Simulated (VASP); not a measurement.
# ZnS (F-43m) in VASP: notebook

The runs below take ZnS through single point, with r2SCAN0, B3LYP.

Everything below comes from runs of VASP 6.6.1. Logs are shortened: lines on timing, memory, paths and dates and some standing lists are left out, and cuts for length are marked.

## Step 1: The cell of the first run

The structure is cubic, space group F-43m (No. 216). The conventional cell has a = 5.331 Å, b = 5.331 Å, c = 5.331 Å, α = 90.00°, β = 90.00°, γ = 90.00°. Zn (site symmetry -43m) has 4 S at 2.31 Å within 3.1 Å. S (site symmetry -43m) has 4 Zn at 2.31 Å within 3.1 Å.

## Step 2: Single point, r2SCAN0

POSCAR reads:

```
ZnS
1.0
    0.0000000000      2.6654820099      2.6654820099
    2.6654820099      0.0000000000      2.6654820099
    2.6654820099      2.6654820099      0.0000000000
Zn S
1 1
Direct
    0.7500000000      0.7500000000      0.7500000000
    0.0000000000      0.0000000000      0.0000000000
```

INCAR.step1 reads:

```
  PREC = Accurate
  ENCUT = 520
  EDIFF = 1E-5
  ISMEAR = -1
  SIGMA = 0.05
  LREAL = F
  LASPH = T
  NELM = 80
  ALGO = Normal
  ISIF = 2
  LWAVE = T
  LCHARG = F
  GGA = PE
  NBANDS = 16
```

INCAR.step2 reads:

```
  PREC = Accurate
  ENCUT = 520
  EDIFF = 1E-7
  ISMEAR = -1
  SIGMA = 0.05
  LREAL = F
  LASPH = T
  NELM = 80
  ALGO = Normal
  ISIF = 2
  LWAVE = F
  LCHARG = F
  METAGGA = R2SCAN
  LHFCALC = T
  AEXX = 0.25
  LMIXTAU = T
  PRECFOCK = Normal
  ISTART = 1
  NBANDS = 16
```

KPOINTS reads:

```
regular mesh
0
Gamma
  5 5 5
```

Potentials or basis: VASP PAW PBE potentials, release 64 (Zn, S).

Launch:

```console
> cat potpaw_PBE.64/Zn/POTCAR potpaw_PBE.64/S/POTCAR > POTCAR
> cp INCAR.step1 INCAR
> mpirun -np 1 vasp_std > vasp.out
> cp INCAR.step2 INCAR
> mpirun -np 1 vasp_std > vasp.out
```

OUTCAR:

```text
PREC = Accurate
   ENCUT = 520
   EDIFF = 1E-7
   ISMEAR = -1
   LREAL = F
   LASPH = T
   NELM = 80
   ISIF = 2
   METAGGA = R2SCAN
   LHFCALC = T
   AEXX = 0.25
   PRECFOCK = Normal
   ISTART = 1

 ion  position               nearest neighbor table
   1  0.750  0.750  0.750-   2 2.31   2 2.31   2 2.31   2 2.31
   2  0.000  0.000  0.000-   1 2.31   1 2.31   1 2.31   1 2.31

  LATTYP: Found a face centered cubic cell.
 ALAT       =     5.3309640198

  Lattice vectors:

 A1 = (   0.0000000000,   2.6654820099,   2.6654820099)
 A2 = (   2.6654820099,   0.0000000000,   2.6654820099)
 A3 = (   2.6654820099,   2.6654820099,   0.0000000000)

Analysis of symmetry for initial positions (statically):
=====================================================================
 Subroutine PRICEL returns:
 Original cell was already a primitive cell.

 Routine SETGRP: Setting up the symmetry group for a
 face centered cubic supercell.

 Subroutine GETGRP returns: Found 24 space group operations
 (whereof 24 operations were pure point group operations)
 out of a pool of 48 trial point group operations.

The static configuration has the point symmetry T_d .

Analysis of symmetry for dynamics (positions and initial velocities):
=====================================================================
 Subroutine PRICEL returns:
 Original cell was already a primitive cell.

 Routine SETGRP: Setting up the symmetry group for a
 face centered cubic supercell.

 Subroutine GETGRP returns: Found 24 space group operations
 (whereof 24 operations were pure point group operations)
 out of a pool of 48 trial point group operations.

The dynamic configuration has the point symmetry T_d .

 Subroutine INISYM returns: Found 24 space group operations
 (whereof 24 operations are pure point group operations),
 and found     1 'primitive' translations

----------------------------------------------------------------------------------------

                                     Primitive cell

  volume of cell :      37.8754

  direct lattice vectors                    reciprocal lattice vectors
     0.000000000  2.665482010  2.665482010    -0.187583333  0.187583333  0.187583333
     2.665482010  0.000000000  2.665482010     0.187583333 -0.187583333  0.187583333
     2.665482010  2.665482010  0.000000000     0.187583333  0.187583333 -0.187583333

  length of vectors
     3.769560809  3.769560809  3.769560809     0.324903864  0.324903864  0.324903864

  position of ions in fractional coordinates (direct lattice)
     0.750000000  0.750000000  0.750000000
     0.000000000  0.000000000  0.000000000

  ion indices of the primitive-cell ions
   primitive index   ion index
                 1           1
                 2           2

----------------------------------------------------------------------------------------

 KPOINTS: regular mesh

Automatic generation of k-mesh.
 Grid dimensions read from file:
 generate k-points for:    5    5    5

 Generating k-lattice:

  Cartesian coordinates                     Fractional coordinates (reciprocal lattice)
    -0.037516667  0.037516667  0.037516667     0.200000000  0.000000000  0.000000000
     0.037516667 -0.037516667  0.037516667     0.000000000  0.200000000  0.000000000
     0.037516667  0.037516667 -0.037516667     0.000000000  0.000000000  0.200000000

  Length of vectors
     0.064980773  0.064980773  0.064980773

  Shift w.r.t. Gamma in fractional coordinates (k-lattice)
     0.000000000  0.000000000  0.000000000

 Subroutine IBZKPT returns following result:
 ===========================================

 Found     10 irreducible k-points:

 Following reciprocal coordinates:
            Coordinates               Weight
  0.000000  0.000000  0.000000      1.000000
  0.200000  0.000000  0.000000      8.000000
  0.400000  0.000000  0.000000      8.000000
  0.200000  0.200000  0.000000      6.000000
  0.400000  0.200000  0.000000     24.000000
 -0.400000  0.200000  0.000000     24.000000
 -0.200000  0.200000  0.000000     12.000000
  0.400000  0.400000  0.000000      6.000000
 -0.400000  0.400000  0.000000     12.000000
 -0.400000  0.400000  0.200000     24.000000
   k-points           NKPTS =     10   k-points in BZ     NKDIM =    125   number of bands    NBANDS=     16
   number of dos      NEDOS =    301   number of ions     NIONS =      2
   total plane-waves  NPLWV =  21952
   dimension x,y,z NGX =    28 NGY =   28 NGZ =   28
   dimension x,y,z NGXF=    56 NGYF=   56 NGZF=   56
   ions per type =               1   1
   NGX,Y,Z   is equivalent  to a cutoff of  12.35, 12.35, 12.35 a.u.
   NGXF,Y,Z  is equivalent  to a cutoff of  24.70, 24.70, 24.70 a.u.
 SYSTEM =  unknown system
   PREC   = accura    normal or accurate (medium, high low for compatibility)
   ISTART =      1    job   : 0-new  1-cont  2-samecut
   ICHARG =      0    charge: 1-file 2-atom 10-const
   ISPIN  =      1    spin polarized calculation?
   LNONCOLLINEAR =      F non collinear calculations
   LSORBIT =      F    spin-orbit coupling
   LASPH  =      T    aspherical Exc in radial PAW
   ENCUT  =  520.0 eV  38.22 Ry    6.18 a.u.   7.01  7.01  7.01*2*pi/ulx,y,z
   NELM   =     80;   NELMIN=  2; NELMDL=  0     # of ELM steps
   EDIFF  = 0.1E-06   stopping-criterion for ELM
   LREAL  =      F    real-space projection
   EDIFFG = 0.1E-05   stopping-criterion for IOM
   NSW    =      0    number of steps for IOM
   IBRION =     -1    ionic relax: 0-MD 1-quasi-New 2-CG
   NFREE  =      0    steps in history (QN), initial steepest desc. (CG)
   ISIF   =      2    stress and relaxation
   ISYM   =      3    0-nonsym 1-usesym 2-fastsym
   POTIM  = 0.5000    time-step for ionic-motion
   TEBEG  =    0.0;   TEEND  =   0.0 temperature during run
   PSTRESS=    0.0 pullay stress
   NELECT =      18.0000    total number of electrons
   NUPDOWN=      -1.0000    fix difference up-down
   EMIN   =  10.00;   EMAX   =-10.00  energy-range for DOS
   EFERMI =   0.00;   METHOD = LEGACY
   ISMEAR =    -1;   SIGMA  =   0.05  broadening in eV -4-tet -1-fermi 0-gaus
   EFERMI_NEDOS =   21; number of points for ismear=-14 and -15
   IALGO  =     38    algorithm
   IMIX   =      1    mixing-type and parameters
     AMIX     =   0.40;   BMIX     =  1.00
     AMIX_MAG =   1.60;   BMIX_MAG =  1.00
  volume/ion in A,a.u.               =      18.94       127.80
  Fermi-wavevector in a.u.,A,eV,Ry     =   1.277556  2.414231 22.206736  1.632149
  Thomas-Fermi vector in A             =   2.410149
   LORBIT       =      0    0 simple, 1 ext, 2 COOP (PROOUT), +10 PAW based schemes
   METAGGA = R2SCAN    functional components
   LHFCALC =     T    Hartree Fock is set to
   PRECFOCK=normal    Normal, Fast or Accurate (Low or Medium for compatibility)
   ENCUT4O =  -1.0   cutoff for four orbital integrals eV
   NKREDX  =     1    reduce k-point grid by
   NKREDY  =     1    reduce k-point grid by
   NKREDZ  =     1    reduce k-point grid by
   AEXX    =    0.2500 exact exchange contribution
   HFSCREEN=    0.0000 screening length (either q_TF or 0.3 A-1)
   HFSCREENC=   0.0000 screening length for correlation (either q_TF or 0.3 A-1)
   ENCUTFOCK=  -1.0 apply spherical cutoff to Coloumb kernel
   IVDW    =     0    specifies the selected vdW correction
   LEPSILON=     F    determine dielectric tensor
   LRPA    =     F    only Hartree local field effects (RPA)
 non-spin polarized calculation
  energy-cutoff  :      520.00
  volume of cell :       37.88
 maximum number of plane-waves:      1032
  NGX = 24; NGY = 24; NGZ = 24

 number of electron      18.0000019 magnetization

 Free energy of the ion-electron system (eV)
  ---------------------------------------------------
  ext. energy  EPLUGINS =         0.00000000
  ---------------------------------------------------
  free energy    TOTEN  =       -18.10552137 eV

  energy without entropy =      -18.10552137  energy(sigma->0) =      -18.10552137

 E-fermi :   2.2534     XC(G=0):  -8.1639

 val. band max:        1.2148052468   @ k =   0.0000   0.0000   0.0000
 cond. band min:       5.8019826463   @ k =   0.0000   0.0000   0.0000
 fundamental gap:      4.5871773996
 Fermi energy:         2.2533557565

 k-point     1 :       0.0000    0.0000    0.0000
  band No.  band energies     occupation
      1     -13.7910      2.00000
      2      -6.9737      2.00000
      3      -6.9737      2.00000
      4      -6.9737      2.00000
      5      -6.4584      2.00000
      6      -6.4584      2.00000
[... 8 lines left out ...]
     15      15.5895      0.00000
     16      16.0166      0.00000

 k-point     2 :       0.2000    0.0000    0.0000
  band No.  band energies     occupation
      1     -13.4572      2.00000
      2      -6.9229      2.00000
      3      -6.9229      2.00000
      4      -6.9105      2.00000
      5      -6.4601      2.00000
      6      -6.4601      2.00000
[... 8 lines left out ...]
     15      14.5945      0.00000
     16      16.3420      0.00000

 k-point     3 :       0.4000    0.0000    0.0000
  band No.  band energies     occupation
      1     -12.8272      2.00000
      2      -6.8585      2.00000
      3      -6.8585      2.00000
      4      -6.4698      2.00000
      5      -6.4386      2.00000
      6      -6.4385      2.00000
[... 8 lines left out ...]
     15      16.4034      0.00000
     16      16.4034      0.00000

 k-point     4 :       0.2000    0.2000    0.0000
  band No.  band energies     occupation
      1     -13.3457      2.00000
      2      -6.9609      2.00000
      3      -6.8707      2.00000
      4      -6.8707      2.00000
      5      -6.4919      2.00000
      6      -6.4321      2.00000
[... 8 lines left out ...]
     15      16.1572      0.00000
     16      19.1535      0.00000
[... 58 lines left out ...]
 k-point     8 :       0.4000    0.4000    0.0000
  band No.  band energies     occupation
      1     -12.5061      2.00000
      2      -6.8704      2.00000
      3      -6.6647      2.00000
      4      -6.6647      2.00000
      5      -6.3892      2.00000
      6      -6.3250      2.00000
[... 8 lines left out ...]
     15      17.4667      0.00000
     16      20.2970      0.00000

 k-point     9 :      -0.4000    0.4000    0.0000
  band No.  band energies     occupation
      1     -12.3542      2.00000
      2      -6.8256      2.00000
      3      -6.6610      2.00000
      4      -6.5956      2.00000
      5      -6.4112      2.00000
      6      -6.0477      2.00000
[... 8 lines left out ...]
     15      16.9832      0.00000
     16      19.8589      0.00000

 k-point    10 :      -0.4000    0.4000    0.2000
  band No.  band energies     occupation
      1     -12.4405      2.00000
      2      -6.7958      2.00000
      3      -6.7356      2.00000
      4      -6.5557      2.00000
      5      -6.4417      2.00000
      6      -6.1192      2.00000
[... 8 lines left out ...]
     15      17.5607      0.00000
     16      20.0925      0.00000

------------------------ aborting loop because EDIFF is reached ----------------------------------------

  FORCE on cell =-STRESS in cart. coord.  units (eV):
  Direction    XX          YY          ZZ          XY          YZ          ZX
  --------------------------------------------------------------------------------------
  -------------------------------------------------------------------------------------
  Total        0.6923746      0.6923746      0.6923746     -0.0000000      0.0000000     -0.0000000
  in kB       29.2883198     29.2883198     29.2883198     -0.0000000      0.0000000     -0.0000000
  external PRESSURE =      29.2883198 kB  Pullay stress =       0.0000000 kB

 VOLUME and BASIS-vectors are now :
 -----------------------------------------------------------------------------
  energy-cutoff  :      520.00
  volume of cell :       37.88
      direct lattice vectors                 reciprocal lattice vectors
     0.000000000  2.665482010  2.665482010    -0.187583333  0.187583333  0.187583333
     2.665482010  0.000000000  2.665482010     0.187583333 -0.187583333  0.187583333
     2.665482010  2.665482010  0.000000000     0.187583333  0.187583333 -0.187583333

 POSITION                                       TOTAL-FORCE (eV/Angst)
 -----------------------------------------------------------------------------------
      3.99822      3.99822      3.99822        -0.000000     -0.000000     -0.000000
      0.00000      0.00000      0.00000         0.000000      0.000000      0.000000
 -----------------------------------------------------------------------------------
    total drift:                                0.000022      0.000012      0.000012

  FREE ENERGIE OF THE ION-ELECTRON SYSTEM (eV)
  ---------------------------------------------------
  free  energy   TOTEN  =       -18.1055213702 eV

  energy  without entropy=      -18.1055213701  energy(sigma->0) =      -18.10552137
```

Wall time 41 min (1 thread of AMD EPYC 7R43 (Zen 3), shared host); peak memory 0.14 GiB.

What came out:

```yaml
Free_energy: -18.1055 eV
Pressure: 2.9 GPa
Band_gap_on_the_k_mesh: 4.59 eV
```

Caveat: the PAW data sets were made with another functional, which shifts forces and pressure a little.

## Step 3: Single point, r2SCAN0

This run uses another cell than the first one, of 19.33 Å³/atom.

POSCAR reads:

```
ZnS
1.0
    0.0000000000      2.6838652254      2.6838652254
    2.6838652254      0.0000000000      2.6838652254
    2.6838652254      2.6838652254      0.0000000000
Zn S
1 1
Direct
    0.7500000000      0.7500000000      0.7500000000
    0.0000000000      0.0000000000      0.0000000000
```

INCAR.step1 reads:

```
ALGO     = Normal         # electronic algorithm
EDIFF    = 1E-5           # SCF threshold, eV
ENCUT    = 520            # plane-wave cutoff, eV
GGA      = PE             # functional
ISIF     = 2              # what is computed and relaxed
ISMEAR   = -1             # smearing method
LASPH    = T              # aspherical terms in the spheres
LREAL    = F              # projectors in reciprocal space
LWAVE    = T              # write WAVECAR
NBANDS   = 16             # bands
NELM     = 80             # most SCF steps
PREC     = Accurate       # precision mode
SIGMA    = 0.05           # smearing width, eV
```

INCAR.step2 reads:

```
AEXX     = 0.25           # exact-exchange fraction
ALGO     = Normal         # electronic algorithm
EDIFF    = 1E-6           # SCF threshold, eV
ENCUT    = 520            # plane-wave cutoff, eV
ISIF     = 2              # what is computed and relaxed
ISMEAR   = -1             # smearing method
ISTART   = 1            
LASPH    = T              # aspherical terms in the spheres
LCHARG   = T              # write CHGCAR
LELF     = T              # ELF
LHFCALC  = T              # exact exchange
LMIXTAU  = T            
LREAL    = F              # projectors in reciprocal space
LVHAR    = T            
LWAVE    = F              # write WAVECAR
METAGGA  = R2SCAN         # meta-GGA
NBANDS   = 16             # bands
NELM     = 80             # most SCF steps
PREC     = Accurate       # precision mode
PRECFOCK = Normal       
SIGMA    = 0.05           # smearing width, eV
```

KPOINTS reads:

```
k-points
0
Gamma
  5 5 5
```

Potentials or basis: VASP PAW PBE potentials, release 64 (Zn, S).

Launch:

```console
> cat potpaw_PBE.64/Zn/POTCAR potpaw_PBE.64/S/POTCAR > POTCAR
> cp INCAR.step1 INCAR
> mpirun -np 1 vasp_std > vasp.out
> cp INCAR.step2 INCAR
> mpirun -np 1 vasp_std > vasp.out
```

It took 30 min on 1 thread of AMD EPYC 7R43 (Zen 3), shared host; peak memory 0.14 GiB.

Results (log left out):

* Free energy: -18.1153 eV
* Pressure: 1.1 GPa
* Band gap on the k mesh: 4.48 eV

Levels at points of the mesh, in eV from the valence-band top:
```csv
k point,band 6,band 7,band 8,band 9,band 10,band 11,band 12,band 13
"(0.00, 0.00, 0.00)",-7.62,0.00,0.00,0.00,4.48,8.75,8.75,8.75
```

Caveat: the PAW data sets were made with another functional, which shifts forces and pressure a little.

## Step 4: Single point, B3LYP

This run uses another cell than the first one, of 18.54 Å³/atom.

POSCAR reads:

```
ZnS
1.0
    0.0000000000      2.6468416657      2.6468416657
    2.6468416657      0.0000000000      2.6468416657
    2.6468416657      2.6468416657      0.0000000000
Zn S
1 1
Direct
    0.7500000000      0.7500000000      0.7500000000
    0.0000000000      0.0000000000      0.0000000000
```

INCAR.step1 reads:

```
PREC = Accurate ; ENCUT = 520
EDIFF = 1E-5 ; ISMEAR = -1
SIGMA = 0.01 ; LREAL = F
LASPH = T ; NELM = 60
ALGO = Normal ; ISIF = 2
LWAVE = T ; LCHARG = F
NBANDS = 16 ; GGA = PE
```

INCAR.step2 reads:

```
PREC = Accurate ; ENCUT = 520
EDIFF = 1E-7 ; ISMEAR = -1
SIGMA = 0.01 ; LREAL = F
LASPH = T ; NELM = 60
ALGO = Normal ; ISIF = 2
LWAVE = F ; LCHARG = F
GGA = B3 ; LHFCALC = T
AEXX = 0.2 ; AGGAX = 0.72
AGGAC = 0.81 ; ALDAC = 0.19
PRECFOCK = Normal ; NBANDS = 16
ISTART = 1
```

KPOINTS reads:

```
Automatic mesh
0
Gamma
  6 6 6
```

Launch:

```console
> cat potpaw_PBE.64/Zn/POTCAR potpaw_PBE.64/S/POTCAR > POTCAR
> cp INCAR.step1 INCAR
> mpirun -np 1 vasp_std > vasp.out
> cp INCAR.step2 INCAR
> mpirun -np 1 vasp_std > vasp.out
```

It took 59 min on 1 thread of AMD EPYC 7R43 (Zen 3), shared host; peak memory 0.14 GiB.

The run converged. Its results:

```
Free energy            : -7.5241 eV
Pressure               : 9.7 GPa
Band gap on the k mesh : 3.96 eV
```

Levels at points of the mesh, in eV from the valence-band top:
```tsv
k point	band 5	band 6	band 7	band 8	band 9	band 10	band 11	band 12	band 13	band 14
(0.00, 0.00, 0.00)	-7.42	-7.42	0.00	0.00	0.00	3.97	8.04	8.04	8.04	13.73
(0.50, 0.00, 0.00)	-7.39	-7.15	-5.98	-1.00	-1.00	5.03	8.58	8.58	10.94	14.38
(0.50, 0.50, 0.00)	-7.34	-7.12	-5.26	-2.55	-2.55	4.78	5.65	13.38	14.42	14.42
```

Caveat: the cell stands under pressure; the PAW data sets were made with another functional, which shifts forces and pressure a little.

## Step 5: Summary

```tsv
level	cell	k mesh	smearing	share of exact exchange	gap on the mesh (eV)	pressure (GPa)
r2SCAN0	a = 3.770 Å, angles 60.0°, 2 atoms	5 × 5 × 5	fermi-dirac 0.05 eV	0.25	4.59	2.9
r2SCAN0	a = 3.796 Å, angles 60.0°, 2 atoms	5 × 5 × 5	fermi-dirac 0.05 eV	0.25	4.48	1.1
B3LYP	a = 3.743 Å, angles 60.0°, 2 atoms	6 × 6 × 6	fermi-dirac 0.01 eV	0.2	3.96	9.7
```

Alike in all rows: task single point; potentials or basis VASP PAW PBE potentials, release 64 (Zn, S); no spin polarisation; cutoff (eV) 520.

Caveats: the PAW data sets were made with another functional, which shifts forces and pressure a little; the cell stands under pressure (at least some runs).

Total energies depend on the potentials used, so only differences within one code and one set of settings carry meaning.
